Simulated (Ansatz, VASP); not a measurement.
Two plane-wave programs on Se

INCAR

```
SYSTEM = Se
  ALGO = Normal
  EDIFF = 1E-6
  ENCUT = 520
  GGA = PE
  ISIF = 2
  ISMEAR = 0
  LASPH = .TRUE.
  LCHARG = .FALSE.
  LREAL = .FALSE.
  LWAVE = .FALSE.
  NBANDS = 20
  NELM = 100
  PREC = Accurate
  SIGMA = 0.1
```

File KPOINTS:

```
k-points
0
G
  10 6 16
  0 0 0
```

Contents of POSCAR:

```
Se
1.0
    4.9651807945      0.0000000000      0.0000000000
    0.0000000000      7.8822796330      0.0000000000
    0.0000000000      0.0000000000      2.6943858182
Se
4
Direct
    0.6698391138      0.4012674137      0.2717529057
    0.8301608862      0.9012674137      0.7282470943
    0.3301608862      0.5987325863      0.2717529057
    0.1698391138      0.0987325863      0.7282470943
```

Input for Ansatz:

```yaml
crystal:
  lattice:
    - [4.9651807945, 0.0, 0.0]
    - [0.0, 7.882279633, 0.0]
    - [0.0, 0.0, 2.6943858182]
  atoms:
    - { symbol: Se, position: [0.6698391138, 0.4012674137, 0.2717529057] }
    - { symbol: Se, position: [0.8301608862, 0.9012674137, 0.7282470943] }
    - { symbol: Se, position: [0.3301608862, 0.5987325863, 0.2717529057] }
    - { symbol: Se, position: [0.1698391138, 0.0987325863, 0.7282470943] }
basis:
  ecutwfc: 420
kpoints:
  mp_grid: { grid: [10, 6, 16] }
hamiltonian:
  xc: pbe
scf:
  occupations: { method: gaussian, width: 0.1 }
output:
  forces: true
  stress: true
  eigenvalues: true
```

Alike in both runs: task single point; functional PBE; k mesh 10 × 6 × 16; occupations gaussian, width 0.1 eV; no spin polarisation.

|  | VASP | Ansatz |
| --- | --- | --- |
| version | VASP 6.6.1 | Ansatz 0.2.0 |
| potentials or method | VASP PAW PBE potentials, release 64 (Se), cutoff 520 eV | scalar-relativistic, plane waves, PAW |
| valence electrons in the cell | 24 | 64 |

VASP gave:

* gap on the k mesh at the Fermi level (eV): none
* pressure (GPa): 3.3
* traceless stress, the component that is largest in VASP (GPa): 0.05
* rms of the force components (eV/Å): 0.473

Task: What did Ansatz give for the same quantities?

Result: gap on the k mesh at the Fermi level (eV): none; pressure (GPa): 3.1; traceless stress, the component that is largest in VASP (GPa): 0.00; rms of the force components (eV/Å): 0.448.

Atom by atom the forces differ by 0.025 eV/Å (rms over components). A gap of «none» marks a metal or a gap that the smearing closes. With one functional, cell and mesh, what is left measures potentials, basis and numerics. VASP's potentials hold 24 valence electrons a cell and Ansatz's 64, so a difference there can come from the potentials and not from the codes.
